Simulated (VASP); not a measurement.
Write the native input for VASP 6.6.1 that does the following.

```yaml
Task: single point
Functional: r2SCAN
Potentials_or_basis: VASP PAW PBE potentials, release 64 (Si, O)
Cutoff: 520 eV
k_mesh: 20 × 20 × 20
Occupations: gaussian, width 0.02 eV
Spin: no spin polarisation
Dipole_correction: no
Further_INCAR_settings: ALGO = Normal; EDIFF = 1e-06; NBANDS = 15
```

SiO2:

```
Si O
1.0
    -1.18930    1.18930    4.90468
     1.18930   -1.18930    4.90468
     1.18930    1.18930   -4.90468
Si O
1 2
Direct
  0.00000 0.00000 0.00000
  0.60926 0.60926 0.00000
  0.39074 0.39074 0.00000
```

These files were run (other wordings do the same):

POSCAR

```
SiO2
1.0
   -1.1892970560      1.1892970560      4.9046762311
    1.1892970560     -1.1892970560      4.9046762311
    1.1892970560      1.1892970560     -4.9046762311
Si O
1 2
Direct
    0.0000000000      0.0000000000      0.0000000000
    0.6092612562      0.6092612562      0.0000000000
    0.3907387438      0.3907387438      0.0000000000
```

INCAR.step1

```
SYSTEM = SiO2
PREC     = Accurate       ! precision mode
ENCUT    = 520            ! plane-wave cutoff, eV
ISMEAR   = 0              ! smearing method
SIGMA    = 0.02           ! smearing width, eV
LREAL    = .FALSE.        ! projectors in reciprocal space
LASPH    = .TRUE.         ! aspherical terms in the spheres
NELM     = 100            ! most SCF steps
NBANDS   = 15             ! bands
GGA      = PE             ! functional
ALGO     = Normal         ! electronic algorithm
EDIFF    = 1E-4           ! SCF threshold, eV
LWAVE    = .TRUE.         ! write WAVECAR
LCHARG   = .FALSE.        ! write CHGCAR
```

INCAR.step2

```
SYSTEM = SiO2
PREC     = Accurate       ! precision mode
ENCUT    = 520            ! plane-wave cutoff, eV
EDIFF    = 1E-6           ! SCF threshold, eV
ISMEAR   = 0              ! smearing method
SIGMA    = 0.02           ! smearing width, eV
LREAL    = .FALSE.        ! projectors in reciprocal space
LASPH    = .TRUE.         ! aspherical terms in the spheres
NELM     = 100            ! most SCF steps
ALGO     = Normal         ! electronic algorithm
ISIF     = 2              ! what is computed and relaxed
LWAVE    = .FALSE.        ! write WAVECAR
LCHARG   = .TRUE.         ! write CHGCAR
METAGGA  = R2SCAN         ! meta-GGA
LMIXTAU  = .TRUE.       
LELF     = .TRUE.         ! ELF
LVHAR    = .TRUE.       
NBANDS   = 15             ! bands
ISTART   = 1
```

KPOINTS

```
regular mesh
0
G
  20 20 20
  0 0 0
```

Potentials or basis: VASP PAW PBE potentials, release 64 (Si, O).

The run is started by

```console
$ cat potpaw_PBE.64/Si/POTCAR potpaw_PBE.64/O/POTCAR > POTCAR
$ cp INCAR.step1 INCAR
$ mpirun -np 1 vasp_std > vasp.out
$ cp INCAR.step2 INCAR
$ mpirun -np 1 vasp_std > vasp.out
```

Results of the run:

```json
{"Pressure": "0.9 GPa", "Largest force": "0.059 eV/Å", "Band gap on the k mesh": "0.46 eV"}
```

Caveat: semilocal functionals underestimate gaps, and a narrow one can read as zero; the PAW data sets were made with another functional, which shifts forces and pressure a little.

Wall time 54 min on 1 thread of Intel(R) Xeon(R) Platinum 8259CL CPU @ 2.50GHz (Skylake/Cascade Lake), on a shared host, peak memory 0.42 GiB.
